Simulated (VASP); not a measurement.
CsGeBr3, 5 atoms in the cell. The structure is orthorhombic, space group Cmmm (No. 65). Conventional cell: a = 7.806 Å, b = 7.845 Å, c = 5.533 Å, α = 90.00°, β = 90.00°, γ = 90.00°. Cs (site symmetry mmm) has 12 Br at 3.90 to 3.92 Å and 8 Ge at 4.78 to 4.80 Å within 5.1 Å. Within 3.6 Å of Ge (site symmetry mmm) lie 6 Br at 2.77 Å. Within 3.6 Å of Br (site symmetry 2/m) lie 2 Ge at 2.77 Å. Within 3.6 Å of Br (site symmetry mmm) lie 2 Ge at 2.77 Å.  This cell differs from its parent crystal: strain +0.0050 x Voigt [0, 0, 0, 0, 1, 0].

| Quantity | Value |
| --- | --- |
| Program | VASP 6.6.1 |
| Task | single point |
| Functional | PBEsol |
| Potentials or basis | VASP PAW PBE potentials, release 64 (Cs_sv, Ge_d, Br) |
| Cutoff | 520 eV |
| k mesh | 6 × 6 × 6 |
| Occupations | gaussian, width 0.05 eV |
| Spin | no spin polarisation |
| Dipole correction | no |
| Further INCAR settings | ALGO = Normal; EDIFF = 1e-07; NBANDS = 30 |

Potentials or basis: VASP PAW PBE potentials, release 64 (Cs_sv, Ge_d, Br).

Command:

```sh
$ cat potpaw_PBE.64/Cs_sv/POTCAR potpaw_PBE.64/Ge_d/POTCAR potpaw_PBE.64/Br/POTCAR > POTCAR
$ mpirun -np 1 vasp_std > vasp.out
```

Hardware: 1 thread of AMD EPYC 9R45 96-Core Processor (Zen 5) (shared host).

How long does it take, and how much memory?

Wall time 2.2 min on 1 thread of AMD EPYC 9R45 96-Core Processor (Zen 5), on a shared host, peak memory 0.39 GiB. Counts: scf iterations 15, k points 52.
